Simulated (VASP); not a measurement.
Set up this calculation in VASP 6.6.1, as the native input.

```yaml
Task: single point
Functional: r2SCAN
Potentials_or_basis: VASP PAW PBE potentials, release 64 (Co)
Cutoff: 520 eV
k_mesh: 20 × 20 × 20
Occupations: gaussian, width 0.05 eV
Spin: collinear spin, ferromagnetic start
Starting_moments: "[2.24] μB"
Dipole_correction: no
Further_INCAR_settings: ALGO = Normal; EDIFF = 1e-06; NBANDS = 14
```

Crystal: Co.

```
Co
1.0
    -1.39520    1.39520    1.39520
     1.39520   -1.39520    1.39520
     1.39520    1.39520   -1.39520
Co
1
Direct
  0.00000 0.00000 0.00000
```

These files were run (other wordings do the same):

POSCAR

```
Co
1.0
   -1.3951977241      1.3951977241      1.3951977241
    1.3951977241     -1.3951977241      1.3951977241
    1.3951977241      1.3951977241     -1.3951977241
Co
1
Direct
    0.0000000000      0.0000000000      0.0000000000
```

INCAR.step1

```
PREC = Accurate
ENCUT = 520
ISMEAR = 0
SIGMA = 0.05
LREAL = False
LASPH = True
NELM = 150
ISPIN = 2
MAGMOM = 2.24
LMAXMIX = 4
NBANDS = 14
GGA = PE
ALGO = Normal
EDIFF = 1E-4
LWAVE = True
LCHARG = False
```

INCAR.step2

```
PREC = Accurate
ENCUT = 520
EDIFF = 1E-6
ISMEAR = 0
SIGMA = 0.05
LREAL = False
LASPH = True
NELM = 150
ALGO = Normal
ISIF = 2
LWAVE = False
LCHARG = True
ISPIN = 2
MAGMOM = 2.24
LORBIT = 11
LMAXMIX = 4
METAGGA = R2SCAN
LMIXTAU = True
LELF = True
LVHAR = True
NBANDS = 14
ISTART = 1
```

KPOINTS

```
Automatic mesh
0
Gamma
  20 20 20
```

Potentials or basis: VASP PAW PBE potentials, release 64 (Co).

The run is started by

```bash
$ cat potpaw_PBE.64/Co/POTCAR > POTCAR
$ cp INCAR.step1 INCAR
$ mpirun -np 1 vasp_std > vasp.out
$ cp INCAR.step2 INCAR
$ mpirun -np 1 vasp_std > vasp.out
```

Results of the run:

- Pressure: 1.7 GPa
- Net moment: 1.91 μB per cell
- Site moments: Co +1.97 μB
- Valence electrons inside the program's atomic spheres: Co 8.28

Caveat: the PAW data sets were made with another functional, which shifts forces and pressure a little.

It took 7.5 min on 1 thread of AMD EPYC 7R43 64-Core Processor (Zen 3), with other jobs on the host, peak memory 0.14 GiB.
